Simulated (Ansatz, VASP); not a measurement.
**Al: VASP beside Ansatz**

Contents of INCAR:

```
SYSTEM = Al
PREC = Accurate
ENCUT = 520
EDIFF = 1E-7
ISMEAR = 0
SIGMA = 0.1
LREAL = .False.
LASPH = .True.
NELM = 100
ALGO = Normal
ISIF = 2
LWAVE = .False.
LCHARG = .False.
GGA = PE
NBANDS = 8
```

File KPOINTS:

```
Automatic mesh
0
Gamma
  18 18 18
  0 0 0
```

POSCAR

```
Al
1.0
   -1.6011706175      1.6011706175      1.6011706175
    1.6011706175     -1.6011706175      1.6011706175
    1.6011706175      1.6011706175     -1.6011706175
Al
1
Direct
    0.0000000000      0.0000000000      0.0000000000
```

Input for Ansatz:

```yaml
crystal:
  lattice:
    - [-1.6011706175, 1.6011706175, 1.6011706175]
    - [1.6011706175, -1.6011706175, 1.6011706175]
    - [1.6011706175, 1.6011706175, -1.6011706175]
  atoms:
    - { symbol: Al, position: [0.0, 0.0, 0.0] }
basis:
  ecutwfc: 420
kpoints:
  mp_grid: { grid: [18, 18, 18] }
hamiltonian:
  xc: pbe
scf:
  occupations: { method: gaussian, width: 0.1 }
output:
  forces: true
  stress: true
  eigenvalues: true
```

Alike in both runs: task single point; functional PBE; k mesh 18 × 18 × 18; occupations gaussian, width 0.1 eV; no spin polarisation.

```csv
,VASP,Ansatz
version,VASP 6.6.1,Ansatz 0.2.0
potentials or method,"VASP PAW PBE potentials, release 64 (Al), cutoff 520 eV","scalar-relativistic, plane waves, PAW"
valence electrons in the cell,3,3
```

```tsv
	VASP	Ansatz	Ansatz less VASP
gap on the k mesh at the Fermi level (eV)	none	none	-
pressure (GPa)	2.3	2.3	+0.02
```

A gap of «none» marks a metal or a gap that the smearing closes.
